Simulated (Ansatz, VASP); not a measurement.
One calculation of BAs, two programs

Contents of INCAR:

```
  PREC = Accurate
  ENCUT = 560
  EDIFF = 1E-6
  ISMEAR = -1
  SIGMA = 0.05
  LREAL = F
  LASPH = T
  NELM = 120
  ALGO = Normal
  ISIF = 2
  LWAVE = F
  LCHARG = T
  LELF = T
  LVHAR = T
  NBANDS = 16
  GGA_COMPAT = F
```

File KPOINTS:

```
regular mesh
0
Gamma
  10 10 10
```

The input POSCAR:

```
BAs
1.0
    0.0000000000      2.3397414207      2.3397414207
    2.3397414207      0.0000000000      2.3397414207
    2.3397414207      2.3397414207      0.0000000000
As B
1 1
Direct
    0.7500000000      0.7500000000      0.7500000000
    0.0000000000      0.0000000000      0.0000000000
```

The input input.yaml:

```yaml
crystal:
  lattice:
    - [0.0, 2.3397414207, 2.3397414207]
    - [2.3397414207, 0.0, 2.3397414207]
    - [2.3397414207, 2.3397414207, 0.0]
  atoms:
    - { symbol: As, position: [0.75, 0.75, 0.75] }
    - { symbol: B, position: [0.0, 0.0, 0.0] }
hamiltonian:
  xc: lda
  pseudopotentials: { kind: paw }
kpoints:
  mp_grid: { grid: [10, 10, 10] }
scf:
  occupations: { method: fermi_dirac, width: 0.05 }
output:
  forces: true
  stress: true
  eigenvalues: true
  write_density: true
  write_potential: true
  elf: true
  volumetric_format: npy
```

Alike in both runs: task single point; functional LDA; k mesh 10 × 10 × 10; occupations fermi-dirac, width 0.05 eV; no spin polarisation.

|  | VASP | Ansatz |
| --- | --- | --- |
| version | VASP 6.6.1 | Ansatz 0.2.0 |
| potentials or method | VASP PAW LDA potentials, release 64 (As_d, B) | Ansatz PAW |
| plane-wave cutoff (eV) | 560 | 420 |
| valence electrons in the cell | 18 | 18 |

```tsv
	VASP	Ansatz	Ansatz less VASP
gap on the k mesh at the Fermi level (eV)	1.07	1.07	+0.003
least direct gap on the mesh (eV)	3.33	3.33	+0.004
pressure (GPa)	6.4	5.3	-1.08
```

LDA's correlation is that of Perdew and Zunger in VASP and of Perdew and Wang (1992) in Ansatz.
